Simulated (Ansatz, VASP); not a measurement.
# HfO2 in VASP and in Ansatz

```xyz
6
Lattice="4.8813 0.0000 0.0000 0.0000 4.8813 0.0000 0.0000 0.0000 3.2380" Properties=species:S:1:pos:R:3 pbc="T T T"
Hf    0.0000    0.0000   -0.6900
Hf    2.4406    2.4406    1.6190
O     0.9511    3.9302    1.6190
O     1.4896    1.4896    0.0000
O     3.3917    3.3917    0.0000
O     3.9302    0.9511    1.6190
```

Alike in both runs: task single point; functional PBE; k mesh 6 × 6 × 8; occupations gaussian, width 0.05 eV; no spin polarisation.

```csv
,VASP,Ansatz
version,VASP 6.6.1,Ansatz 0.2.0
potentials or method,"VASP PAW PBE potentials, release 64 (Hf_pv, O)","scalar-relativistic, plane waves, PAW"
plane-wave cutoff (eV),600,420
valence electrons in the cell,44,76
```

Ansatz gave:

```
gap on the k mesh at the Fermi level (eV) : 4.17
rms of the force components (eV/Å)        : 6.816
```

Q: What did VASP give for the same quantities?

A: gap on the k mesh at the Fermi level (eV): 4.16; rms of the force components (eV/Å): 6.839.

Atom by atom the forces differ by 0.047 eV/Å (rms over components). VASP's potentials hold 44 valence electrons a cell and Ansatz's 76, so a difference there can come from the potentials and not from the codes.

Neither program's run includes spin-orbit coupling.
